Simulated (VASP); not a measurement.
Write the native input for VASP 6.6.1 that does the following.

- Task: single point
- Functional: PBE
- Potentials or basis: VASP PAW PBE potentials, release 64 (Na_pv, Pt, Cl)
- Cutoff: 520 eV
- k mesh: 8 × 8 × 8
- Occupations: gaussian, width 0.1 eV
- Spin: no spin polarisation
- Dipole correction: no
- Further INCAR settings: ALGO = Normal; EDIFF = 1e-06; NBANDS = 27

The structure of NaPtCl3 lies in POSCAR:

```
NaPtCl3
1.0
    4.9374769444      0.0000000000      0.0000000000
    0.0000000000      4.9374769444      0.0000000000
    0.0000000000      0.0000000000      4.9374769444
Na Pt Cl
1 1 3
Direct
    0.0000000000      0.0000000000      0.0000000000
    0.5000000000      0.5000000000      0.5000000000
    0.0000000000      0.5000000000      0.5000000000
    0.5000000000      0.5000000000      0.0000000000
    0.5000000000      0.0000000000      0.5000000000
```

One way to write it, as run:

INCAR

```
SYSTEM = NaPtCl3
  PREC = Accurate
  ENCUT = 520
  EDIFF = 1E-6
  ISMEAR = 0
  SIGMA = 0.1
  LREAL = .False.
  LASPH = .True.
  NELM = 60
  ALGO = Normal
  ISIF = 2
  LWAVE = .False.
  LCHARG = .True.
  GGA = PE
  LELF = .True.
  LVHAR = .True.
  NBANDS = 27
```

KPOINTS

```
Automatic mesh
0
Gamma
  8 8 8
  0 0 0
```

Potentials or basis: VASP PAW PBE potentials, release 64 (Na_pv, Pt, Cl).

Command:

```bash
$ cat potpaw_PBE.64/Na_pv/POTCAR potpaw_PBE.64/Pt/POTCAR potpaw_PBE.64/Cl/POTCAR > POTCAR
$ mpirun -np 1 vasp_std > vasp.out
```

Results of the run:

- Pressure: -0.1 GPa
- Band gap on the k mesh: zero (bands 19 and 20 overlap by 4.41 eV)

Caveat: spin-orbit coupling is left out, which moves the levels of the heavy elements.

Run time: 100 s on 1 thread of Intel(R) Xeon(R) Platinum 8488C (Sapphire Rapids), on a shared host, peak memory 0.31 GiB.
